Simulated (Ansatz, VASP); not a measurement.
## SiC: VASP beside Ansatz

```
Si C
1.0
    -3.07520    0.00000    0.00000
    -1.53760   -2.66320    0.00000
    -3.45959   -1.99740   10.09633
Si C
4 4
Direct
  0.65379 0.65379 0.90605
  0.02879 0.02879 0.40605
  0.54963 0.54963 0.15605
  0.17463 0.17463 0.65605
  0.26287 0.26287 0.09395
  0.88787 0.88787 0.59395
  0.40871 0.40871 0.34395
  0.03371 0.03371 0.84395
```

Alike in both runs: task single point; functional r2SCAN; k mesh 8 × 8 × 3; occupations gaussian, width 0.05 eV; no spin polarisation.

|  | VASP | Ansatz |
| --- | --- | --- |
| version | VASP 6.6.1 | Ansatz 0.2.0 |
| potentials or method | VASP PAW PBE potentials, release 64 (Si, C), cutoff 520 eV | scalar-relativistic, plane waves, PAW |
| valence electrons in the cell | 32 | 32 |

VASP gave:

* gap on the k mesh at the Fermi level (eV): 0.58
* least direct gap on the mesh (eV): 1.43
* pressure (GPa): -2.2
* traceless stress, the component that is largest in VASP (GPa): 4.53
* rms of the force components (eV/Å): 0.397

Question: Estimate Ansatz's values.

Answer: gap on the k mesh at the Fermi level (eV): 0.58; least direct gap on the mesh (eV): 1.43; pressure (GPa): -2.0; traceless stress, the component that is largest in VASP (GPa): 4.58; rms of the force components (eV/Å): 0.396.

VASP's potentials were made for PBE, not for r2SCAN. Atom by atom the forces differ by 0.006 eV/Å (rms over components). The functional is the same, so the differences come from potentials, cutoffs and numerics.
